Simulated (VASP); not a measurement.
# BaO (Fm-3m) in VASP: single point with PBE

Aim: the single point of BaO with PBE.

Everything below comes from runs of VASP 6.6.1. Logs are shortened: lines on timing, memory, paths and dates and some standing lists are left out, and cuts for length are marked.

## Step 1: The cell of the first run

It takes space group Fm-3m (No. 225, cubic). The conventional cell has a = 5.573 Å, b = 5.573 Å, c = 5.573 Å, α = 90.00°, β = 90.00°, γ = 90.00°. Within 3.7 Å of Ba (site symmetry m-3m) lie 6 O at 2.79 Å. Within 3.7 Å of O (site symmetry m-3m) lie 6 Ba at 2.79 Å.

## Step 2: Single point, PBE

Contents of INCAR:

```
SYSTEM = BaO
PREC = Accurate ; ENCUT = 600
EDIFF = 1E-6 ; ISMEAR = -1
SIGMA = 0.02 ; LREAL = .False.
LASPH = .True. ; NELM = 120
ALGO = Normal ; ISIF = 2
LWAVE = .False. ; LCHARG = .True.
GGA = PE ; LELF = .True.
LVHAR = .True. ; NBANDS = 15
GGA_COMPAT = .False.
```

Contents of KPOINTS:

```
regular mesh
0
Gamma
  7 7 7
  0 0 0
```

Contents of POSCAR:

```
BaO
1.0
    0.0000000000      2.7865543347      2.7865543347
    2.7865543347      0.0000000000      2.7865543347
    2.7865543347      2.7865543347      0.0000000000
Ba O
1 1
Direct
    0.0000000000      0.0000000000      0.0000000000
    0.5000000000      0.5000000000      0.5000000000
```

Potentials or basis: VASP PAW PBE potentials, release 64 (Ba_sv, O).

Command:

```sh
cat potpaw_PBE.64/Ba_sv/POTCAR potpaw_PBE.64/O/POTCAR > POTCAR
mpirun -np 1 vasp_std > vasp.out
```

OUTCAR:

```text
SYSTEM = BaO
   PREC = Accurate
   ENCUT = 600
   EDIFF = 1E-6
   ISMEAR = -1
   LREAL = .False.
   LASPH = .True.
   NELM = 120
   ISIF = 2
   GGA = PE

 ion  position               nearest neighbor table
   1  0.000  0.000  0.000-   2 2.79   2 2.79   2 2.79   2 2.79   2 2.79   2 2.79
   2  0.500  0.500  0.500-   1 2.79   1 2.79   1 2.79   1 2.79   1 2.79   1 2.79

  LATTYP: Found a face centered cubic cell.
 ALAT       =     5.5731086694

  Lattice vectors:

 A1 = (   0.0000000000,   2.7865543347,   2.7865543347)
 A2 = (   2.7865543347,   0.0000000000,   2.7865543347)
 A3 = (   2.7865543347,   2.7865543347,   0.0000000000)

Analysis of symmetry for initial positions (statically):
=====================================================================
 Subroutine PRICEL returns:
 Original cell was already a primitive cell.

 Routine SETGRP: Setting up the symmetry group for a
 face centered cubic supercell.

 Subroutine GETGRP returns: Found 48 space group operations
 (whereof 48 operations were pure point group operations)
 out of a pool of 48 trial point group operations.

The static configuration has the point symmetry O_h .

Analysis of symmetry for dynamics (positions and initial velocities):
=====================================================================
 Subroutine PRICEL returns:
 Original cell was already a primitive cell.

 Routine SETGRP: Setting up the symmetry group for a
 face centered cubic supercell.

 Subroutine GETGRP returns: Found 48 space group operations
 (whereof 48 operations were pure point group operations)
 out of a pool of 48 trial point group operations.

The dynamic configuration has the point symmetry O_h .

 Subroutine INISYM returns: Found 48 space group operations
 (whereof 48 operations are pure point group operations),
 and found     1 'primitive' translations

----------------------------------------------------------------------------------------

                                     Primitive cell

  volume of cell :      43.2745

  direct lattice vectors                    reciprocal lattice vectors
     0.000000000  2.786554335  2.786554335    -0.179433070  0.179433070  0.179433070
     2.786554335  0.000000000  2.786554335     0.179433070 -0.179433070  0.179433070
     2.786554335  2.786554335  0.000000000     0.179433070  0.179433070 -0.179433070

  length of vectors
     3.940782932  3.940782932  3.940782932     0.310787194  0.310787194  0.310787194

  position of ions in fractional coordinates (direct lattice)
     0.000000000  0.000000000  0.000000000
     0.500000000  0.500000000  0.500000000

[... 81 lines left out ...]
   PSTRESS=    0.0 pullay stress
   NELECT =      16.0000    total number of electrons
   NUPDOWN=      -1.0000    fix difference up-down
   EMIN   =  10.00;   EMAX   =-10.00  energy-range for DOS
   EFERMI =   0.00;   METHOD = LEGACY
   ISMEAR =    -1;   SIGMA  =   0.02  broadening in eV -4-tet -1-fermi 0-gaus
   EFERMI_NEDOS =   21; number of points for ismear=-14 and -15
   IALGO  =     38    algorithm
   IMIX   =      4    mixing-type and parameters
     AMIX     =   0.40;   BMIX     =  1.00
     AMIX_MAG =   1.60;   BMIX_MAG =  1.00
  volume/ion in A,a.u.               =      21.64       146.02
  Fermi-wavevector in a.u.,A,eV,Ry     =   1.174998  2.220425 18.784495  1.380621
  Thomas-Fermi vector in A             =   2.311386
   LORBIT       =      0    0 simple, 1 ext, 2 COOP (PROOUT), +10 PAW based schemes
   GGA     = PE    functional components
   LHFCALC =     F    Hartree Fock is set to
   AEXX    =    0.0000 exact exchange contribution
   IVDW    =     0    specifies the selected vdW correction
   LEPSILON=     F    determine dielectric tensor
   LRPA    =     F    only Hartree local field effects (RPA)
 non-spin polarized calculation
  energy-cutoff  :      600.00
  volume of cell :       43.27
 maximum number of plane-waves:      1464
   NGX = 15   NGY = 15   NGZ = 15

 number of electron      16.0000002 magnetization

 Free energy of the ion-electron system (eV)
  ---------------------------------------------------
  ext. energy  EPLUGINS =         0.00000000
  ---------------------------------------------------
  free energy    TOTEN  =       -11.80635235 eV

  energy without entropy =      -11.80635235  energy(sigma->0) =      -11.80635235

 E-fermi :   2.1786     XC(G=0):  -9.5349

 val. band max:        1.7000141465   @ k =  -0.4286   0.4286   0.0000
 cond. band min:       3.8687922599   @ k =   0.4286   0.4286   0.0000
 fundamental gap:      2.1687781134
 Fermi energy:         2.1786270397

 k-point     1 :       0.0000    0.0000    0.0000
  band No.  band energies     occupation
      1     -24.1635      2.00000
      2     -13.2139      2.00000
      3      -8.7109      2.00000
      4      -8.7109      2.00000
      5      -8.7109      2.00000
      6       1.4535      2.00000
      7       1.4535      2.00000
      8       1.4535      2.00000
      9       5.2169      0.00000
     10       6.4417      0.00000
     11       6.4417      0.00000
     12       6.4417      0.00000
     13       8.6615      0.00000
     14       8.6615      0.00000
[... 329 lines left out ...]
      2     -13.5818      2.00000
      3      -9.7701      2.00000
      4      -9.4998      2.00000
      5      -8.8225      2.00000
      6       0.5084      2.00000
      7       1.3144      2.00000
      8       1.5650      2.00000
      9       5.9365      0.00000
     10       7.0256      0.00000
     11       8.6700      0.00000
     12      10.8201      0.00000
     13      11.3557      0.00000
     14      13.2465      0.00000
     15      15.0029      0.00000

------------------------ aborting loop because EDIFF is reached ----------------------------------------

  FORCE on cell =-STRESS in cart. coord.  units (eV):
  Direction    XX          YY          ZZ          XY          YZ          ZX
  --------------------------------------------------------------------------------------
  -------------------------------------------------------------------------------------
  Total        0.4151664      0.4151664      0.4151664      0.0000000     -0.0000000      0.0000000
  in kB       15.3709340     15.3709340     15.3709340      0.0000000     -0.0000000      0.0000000
  external PRESSURE =      15.3709340 kB  Pullay stress =       0.0000000 kB

 VOLUME and BASIS-vectors are now :
 -----------------------------------------------------------------------------
  energy-cutoff  :      600.00
  volume of cell :       43.27
      direct lattice vectors                 reciprocal lattice vectors
     0.000000000  2.786554335  2.786554335    -0.179433070  0.179433070  0.179433070
     2.786554335  0.000000000  2.786554335     0.179433070 -0.179433070  0.179433070
     2.786554335  2.786554335  0.000000000     0.179433070  0.179433070 -0.179433070

 POSITION                                       TOTAL-FORCE (eV/Angst)
 -----------------------------------------------------------------------------------
      0.00000      0.00000      0.00000         0.000000      0.000000      0.000000
      2.78655      2.78655      2.78655        -0.000000     -0.000000     -0.000000
 -----------------------------------------------------------------------------------
    total drift:                                0.000000     -0.000000      0.000000

  FREE ENERGIE OF THE ION-ELECTRON SYSTEM (eV)
  ---------------------------------------------------
  free  energy   TOTEN  =       -11.8063523540 eV

  energy  without entropy=      -11.8063523540  energy(sigma->0) =      -11.80635235
```

stdout:

```text
POSCAR found type information on POSCAR BaO
 POSCAR found :  2 types and       2 ions
 scaLAPACK will be used
 LDA part: xc-table for (Slater+PW92), standard interpolation
 POSCAR, INCAR and KPOINTS ok, starting setup
 FFT: planning ... GRIDC
 FFT: planning ... GRID_SOFT
 FFT: planning ... GRID
 WAVECAR not read
 entering main loop
```

Run time: 27 s. Hardware: 1 thread of Intel Xeon 8259CL, shared host; peak memory 0.15 GiB.

What came out:

| Quantity | Value |
| --- | --- |
| Free energy | -11.8064 eV |
| Pressure | 1.5 GPa |
| Band gap on the k mesh | 2.17 eV (least direct gap 2.27 eV) |

Levels at points of the mesh, in eV from the valence-band top:
```
           k point  band 5  band 6  band 7  band 8  band 9  band 10  band 11  band 12
(0.00, 0.00, 0.00)  -10.41   -0.25   -0.25   -0.25    3.52     4.74     4.74     4.74
```

Caveat: spin-orbit coupling is left out, which moves the levels of the heavy elements; an odd mesh through Γ misses points on the zone boundary, where band edges can lie.
